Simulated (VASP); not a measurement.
## Si2Mo: single point with PBE

Si2Mo:

```
CELL_PARAMETERS angstrom
-1.60000 1.60000 4.04842
1.60000 -1.60000 4.04842
1.60000 1.60000 -4.04842
ATOMIC_POSITIONS crystal
Si 0.33300 0.33300 0.00000
Si 0.66700 0.66700 0.00000
Mo 0.00000 0.00000 0.00000
```

This cell differs from its parent crystal: zz strain of +3 %.

```json
{
 "Program": "VASP 6.6.1",
 "Task": "single point",
 "Functional": "PBE",
 "Potentials or basis": "VASP PAW PBE potentials, release 64 (Si, Mo_sv)",
 "Cutoff": "520 eV",
 "k mesh": "12 × 12 × 16",
 "Occupations": "fermi-dirac, width 0.03 eV",
 "Spin": "no spin polarisation",
 "Dipole correction": "no",
 "Further INCAR settings": "ALGO = Normal; EDIFF = 1e-06; NBANDS = 18; ISYM = 0"
}
```

The pressure is -4.0 GPa, the largest force is 0.340 eV/Å and the band gap on the k mesh is zero (bands 11 and 12 overlap by 0.94 eV).

Forces on the atoms (eV/Å):
```
Si   0.000  0.000  0.340
Si   0.000  0.000 -0.340
Mo   0.000  0.000  0.000
```

Stress tensor (GPa, compression positive):
```
  0.08   0.00  -0.01
  0.00   0.08  -0.01
 -0.01  -0.01 -12.01
```

Levels at points of the mesh, in eV from the Fermi level:
```csv
k point,band 7,band 8,band 9,band 10,band 11,band 12,band 13,band 14,band 15,band 16
"(0.00, 0.00, 0.00)",-3.94,-2.99,-2.52,-2.52,0.47,3.00,3.16,3.67,3.69,3.69
"(0.50, 0.00, 0.00)",-4.96,-4.50,-2.63,-2.35,-0.47,2.19,3.06,3.60,3.82,5.54
"(0.00, 0.50, 0.00)",-4.96,-4.50,-2.63,-2.35,-0.47,2.19,3.06,3.60,3.82,5.54
"(0.50, 0.50, 0.00)",-5.62,-5.35,-4.41,-3.19,-1.17,2.28,2.45,2.55,2.80,4.64
"(0.00, 0.00, 0.50)",-5.62,-5.35,-4.41,-3.19,-1.17,2.28,2.45,2.55,2.80,4.64
"(0.50, 0.00, 0.50)",-4.96,-4.50,-2.63,-2.35,-0.47,2.19,3.06,3.60,3.82,5.54
"(0.00, 0.50, 0.50)",-4.96,-4.50,-2.63,-2.35,-0.47,2.19,3.06,3.60,3.82,5.54
"(0.50, 0.50, 0.50)",-3.40,-2.26,-0.65,-0.65,-0.41,-0.41,0.58,3.92,4.64,5.70
```

Wall time 6.9 min on 1 thread of Intel(R) Xeon(R) 6975P-C (Granite Rapids) (shared host), peak memory 0.85 GiB.

Caveat: the cell differs from its parent crystal (zz strain of +3 %); the stress differs along the axes, from -12 to 0 GPa.
